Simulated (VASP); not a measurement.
# As (Pm-3m) in VASP: a series of runs

Runs on As. Level: BLYP. Tasks: single point, relaxation of cell and atoms.

Program: VASP 6.6.1. These are calculated values, not measurements. Logs are shortened: lines on timing, memory, paths and dates and some standing lists are left out, and cuts for length are marked.

## 1. The cell of the first run

Symmetry: Pm-3m, No. 221, cubic system. The conventional cell has a = 2.813 Å, b = 2.813 Å, c = 2.813 Å, α = 90.00°, β = 90.00°, γ = 90.00°. As (site symmetry m-3m) has 6 As at 2.81 Å within 3.7 Å.

This isn't the form of As at room conditions, which is rhombohedral.

## 2. Single point, BLYP

INCAR

```
PREC = Accurate
ENCUT = 500
EDIFF = 1E-6
ISMEAR = -1
SIGMA = 0.1
LREAL = F
LASPH = T
NELM = 120
ALGO = Normal
ISIF = 2
LWAVE = F
LCHARG = T
GGA = B5
ALDAX = 1.0
AGGAX = 1.0
AGGAC = 1.0
ALDAC = 0.0
LELF = T
LVHAR = T
NBANDS = 8
GGA_COMPAT = F
```

KPOINTS

```
Automatic mesh
0
Gamma
  12 12 12
```

POSCAR

```
As
1.0
    2.8134901733      0.0000000000      0.0000000000
    0.0000000000      2.8134901733      0.0000000000
    0.0000000000      0.0000000000      2.8134901733
As
1
Direct
    0.0000000000      0.0000000000      0.0000000000
```

Potentials or basis: VASP PAW PBE potentials, release 64 (As).

Launch:

```bash
cat potpaw_PBE.64/As/POTCAR > POTCAR
mpirun -np 1 vasp_std > vasp.out
```

OUTCAR:

```text
PREC = Accurate
   ENCUT = 500
   EDIFF = 1E-6
   ISMEAR = -1
   LREAL = F
   LASPH = T
   NELM = 120
   ISIF = 2
   GGA = B5

 ion  position               nearest neighbor table
   1  0.000  0.000  0.000-

  LATTYP: Found a simple cubic cell.
 ALAT       =     2.8134901733

  Lattice vectors:

 A1 = (   2.8134901733,   0.0000000000,   0.0000000000)
 A2 = (   0.0000000000,   2.8134901733,   0.0000000000)
 A3 = (   0.0000000000,   0.0000000000,   2.8134901733)

Analysis of symmetry for initial positions (statically):
=====================================================================
 Subroutine PRICEL returns:
 Original cell was already a primitive cell.

 Routine SETGRP: Setting up the symmetry group for a
 simple cubic supercell.

 Subroutine GETGRP returns: Found 48 space group operations
 (whereof 48 operations were pure point group operations)
 out of a pool of 48 trial point group operations.

The static configuration has the point symmetry O_h .

Analysis of symmetry for dynamics (positions and initial velocities):
=====================================================================
 Subroutine PRICEL returns:
 Original cell was already a primitive cell.

 Routine SETGRP: Setting up the symmetry group for a
 simple cubic supercell.

 Subroutine GETGRP returns: Found 48 space group operations
 (whereof 48 operations were pure point group operations)
 out of a pool of 48 trial point group operations.

The dynamic configuration has the point symmetry O_h .

 Subroutine INISYM returns: Found 48 space group operations
 (whereof 48 operations are pure point group operations),
 and found     1 'primitive' translations

----------------------------------------------------------------------------------------

                                     Primitive cell

  volume of cell :      22.2708

  direct lattice vectors                    reciprocal lattice vectors
     2.813490173  0.000000000  0.000000000     0.355430422  0.000000000  0.000000000
     0.000000000  2.813490173  0.000000000     0.000000000  0.355430422  0.000000000
     0.000000000  0.000000000  2.813490173     0.000000000  0.000000000  0.355430422

  length of vectors
     2.813490173  2.813490173  2.813490173     0.355430422  0.355430422  0.355430422

  position of ions in fractional coordinates (direct lattice)
     0.000000000  0.000000000  0.000000000
[... 70 lines left out ...]
   ISPIN  =      1    spin polarized calculation?
   LNONCOLLINEAR =      F non collinear calculations
   LSORBIT =      F    spin-orbit coupling
   LASPH  =      T    aspherical Exc in radial PAW
   ENCUT  =  500.0 eV  36.75 Ry    6.06 a.u.   5.13  5.13  5.13*2*pi/ulx,y,z
   NELM   =    120;   NELMIN=  2; NELMDL= -5     # of ELM steps
   EDIFF  = 0.1E-05   stopping-criterion for ELM
   LREAL  =      F    real-space projection
   EDIFFG = 0.1E-04   stopping-criterion for IOM
   NSW    =      0    number of steps for IOM
   IBRION =     -1    ionic relax: 0-MD 1-quasi-New 2-CG
   NFREE  =      0    steps in history (QN), initial steepest desc. (CG)
   ISIF   =      2    stress and relaxation
   ISYM   =      2    0-nonsym 1-usesym 2-fastsym
   POTIM  = 0.5000    time-step for ionic-motion
   TEBEG  =    0.0;   TEEND  =   0.0 temperature during run
   PSTRESS=    0.0 pullay stress
   NELECT =       5.0000    total number of electrons
   NUPDOWN=      -1.0000    fix difference up-down
   EMIN   =  10.00;   EMAX   =-10.00  energy-range for DOS
   EFERMI =   0.00;   METHOD = LEGACY
   ISMEAR =    -1;   SIGMA  =   0.10  broadening in eV -4-tet -1-fermi 0-gaus
   EFERMI_NEDOS =   21; number of points for ismear=-14 and -15
   IALGO  =     38    algorithm
   IMIX   =      4    mixing-type and parameters
     AMIX     =   0.40;   BMIX     =  1.00
     AMIX_MAG =   1.60;   BMIX_MAG =  1.00
  volume/ion in A,a.u.               =      22.27       150.29
  Fermi-wavevector in a.u.,A,eV,Ry     =   0.994992  1.880262 13.469881  0.990008
  Thomas-Fermi vector in A             =   2.126981
   LORBIT       =      0    0 simple, 1 ext, 2 COOP (PROOUT), +10 PAW based schemes
   GGA     = B5    functional components
   LHFCALC =     F    Hartree Fock is set to
   AEXX    =    0.0000 exact exchange contribution
   IVDW    =     0    specifies the selected vdW correction
   LEPSILON=     F    determine dielectric tensor
   LRPA    =     F    only Hartree local field effects (RPA)
 non-spin polarized calculation
  energy-cutoff  :      500.00
  volume of cell :       22.27
 maximum number of plane-waves:       587
 NGX is ok and might be reduce to    24
   NGX = 11   NGY = 11   NGZ = 11

 number of electron       4.9999999 magnetization

 Free energy of the ion-electron system (eV)
  ---------------------------------------------------
  ext. energy  EPLUGINS =         0.00000000
  ---------------------------------------------------
  free energy    TOTEN  =        -3.79916082 eV

  energy without entropy =       -3.77848734  energy(sigma->0) =       -3.78882408

 E-fermi :   5.1546     XC(G=0):  -9.2353

 val. band max:        5.1470267115   @ k =   0.4167   0.2500   0.0833
 cond. band min:       5.2274502625   @ k =   0.1667   0.0000   0.0000
 fundamental gap:      0.0804235510
 Fermi energy:         5.1546052314

 k-point     1 :       0.0000    0.0000    0.0000
  band No.  band energies     occupation
      1      -8.8919      2.00000
      2       8.7142      0.00000
      3       8.7142      0.00000
      4       8.7142      0.00000
      5      13.6558      0.00000
      6      13.6558      0.00000
      7      15.0330      0.00000
      8      28.5076      0.00000
[... 243 lines left out ...]
 k-point    24 :       0.4167    0.3333    0.0000
  band No.  band energies     occupation
      1      -4.9700      2.00000
      2       1.2063      2.00000
      3       3.1677      2.00000
      4      10.6953      0.00000
      5      11.5824      0.00000
      6      18.5208      0.00000
      7      21.3014      0.00000
      8      22.5970      0.00000

 [... further k-points ...]
[... 5 lines left out ...]
  --------------------------------------------------------------------------------------
  -------------------------------------------------------------------------------------
  Total        0.0393348      0.0393348      0.0393348      0.0000000      0.0000000     -0.0000000
  in kB        2.8297731      2.8297731      2.8297731      0.0000000      0.0000000     -0.0000000
  external PRESSURE =       2.8297731 kB  Pullay stress =       0.0000000 kB

 VOLUME and BASIS-vectors are now :
 -----------------------------------------------------------------------------
  energy-cutoff  :      500.00
  volume of cell :       22.27
      direct lattice vectors                 reciprocal lattice vectors
     2.813490173  0.000000000  0.000000000     0.355430422  0.000000000  0.000000000
     0.000000000  2.813490173  0.000000000     0.000000000  0.355430422  0.000000000
     0.000000000  0.000000000  2.813490173     0.000000000  0.000000000  0.355430422

 POSITION                                       TOTAL-FORCE (eV/Angst)
 -----------------------------------------------------------------------------------
      0.00000      0.00000      0.00000         0.000000      0.000000      0.000000
 -----------------------------------------------------------------------------------
    total drift:                                0.000000      0.000000      0.000000

  FREE ENERGIE OF THE ION-ELECTRON SYSTEM (eV)
  ---------------------------------------------------
  free  energy   TOTEN  =        -3.7991608175 eV

  energy  without entropy=       -3.7784873361  energy(sigma->0) =       -3.78882408
```

It took 20 s on 1 thread of Intel Xeon 8259CL, shared host; peak memory 0.14 GiB.

Results:

```
Free energy            : -3.7992 eV
Pressure               : 0.3 GPa
Band gap on the k mesh : zero (an odd number of electrons rules out a gap without spin polarisation)
```

Levels at points of the mesh, in eV from the Fermi level:
```csv
k point,band 1,band 2,band 3,band 4,band 5,band 6,band 7
"(0.00, 0.00, 0.00)",-14.05,3.56,3.56,3.56,8.50,8.50,9.88
"(0.50, 0.00, 0.00)",-11.47,-5.98,5.40,5.40,10.83,13.57,13.75
"(0.50, 0.50, 0.00)",-8.82,-3.75,-3.75,3.30,7.11,15.14,16.64
"(0.50, 0.50, 0.50)",-5.99,-1.72,-1.72,-1.72,6.32,6.32,6.32
```

Caveat: the PAW data sets were made with another functional, which shifts forces and pressure a little.

## 3. Relaxation of cell and atoms, BLYP

This run uses another cell than the first one, of 19.76 Å³/atom.

INCAR

```
SYSTEM = As
PREC = Accurate
ENCUT = 500
EDIFF = 1E-7
ISMEAR = -1
SIGMA = 0.1
LREAL = .False.
LASPH = .True.
NELM = 120
ALGO = Normal
ISIF = 3
LWAVE = .False.
LCHARG = .False.
GGA = B5
ALDAX = 1.0
AGGAX = 1.0
AGGAC = 1.0
ALDAC = 0.0
IBRION = 2
NSW = 80
EDIFFG = -0.01
GGA_COMPAT = .False.
NELMIN = 4
```

KPOINTS

```
Automatic mesh
0
Gamma
  12 12 12
  0 0 0
```

POSCAR

```
As
1.0
    2.7037441770      0.0000000000      0.0000000000
    0.0000000000      2.7037441770      0.0000000000
    0.0000000000      0.0000000000      2.7037441770
As
1
Direct
    0.0000000000      0.0000000000      0.0000000000
```

Potentials or basis: VASP PAW PBE potentials, release 64 (As).

Launch:

```bash
cat potpaw_PBE.64/As/POTCAR > POTCAR
mpirun -np 1 vasp_std > vasp.out
```

It took 34 s on 1 thread of Intel Xeon 8259CL, shared host; peak memory 0.13 GiB.

The run converged. Its results:

```
Free energy                           : -3.7990 eV
Relaxed volume                        : 22.36 Å³/atom
Relaxed cell                          : a = 2.817 Å, b = 2.817 Å, c = 2.817 Å, α = 90.00°, β = 90.00°, γ = 90.00°
Space group after relaxing (to 0.1 Å) : Pm-3m (No. 221)
Energy gained by relaxing             : 71.5 meV/atom
Ionic steps                           : 3
Pressure after relaxing               : 0.0 GPa
Band gap on the k mesh                : zero (an odd number of electrons rules out a gap without spin polarisation)
```

The path:
```
step  energy change (eV)  largest force (eV/Å)  pressure (GPa)  volume (Å³)
   1              0.0000                0.0000            9.77        19.76
   2             -0.0629                0.0000           -2.54        23.42
   3             -0.0715                0.0000            0.04        22.36
```

Final structure:
```
CELL_PARAMETERS angstrom
2.81713 0.00000 0.00000
0.00000 2.81713 0.00000
0.00000 0.00000 2.81713
ATOMIC_POSITIONS crystal
As 0.00000 0.00000 0.00000
```

Levels at points of the mesh, in eV from the Fermi level:
| k point | band 1 | band 2 | band 3 | band 4 | band 5 | band 6 |
| --- | --- | --- | --- | --- | --- | --- |
| (0.00, 0.00, 0.00) | -14.01 | 3.55 | 3.55 | 3.55 | 8.50 | 8.50 |
| (0.50, 0.00, 0.00) | -11.45 | -5.95 | 5.38 | 5.38 | 10.82 | 13.73 |
| (0.50, 0.50, 0.00) | -8.82 | -3.73 | -3.73 | 3.32 | 7.07 | 15.10 |
| (0.50, 0.50, 0.50) | -6.01 | -1.71 | -1.71 | -1.71 | 6.33 | 6.33 |

Caveat: the PAW data sets were made with another functional, which shifts forces and pressure a little.
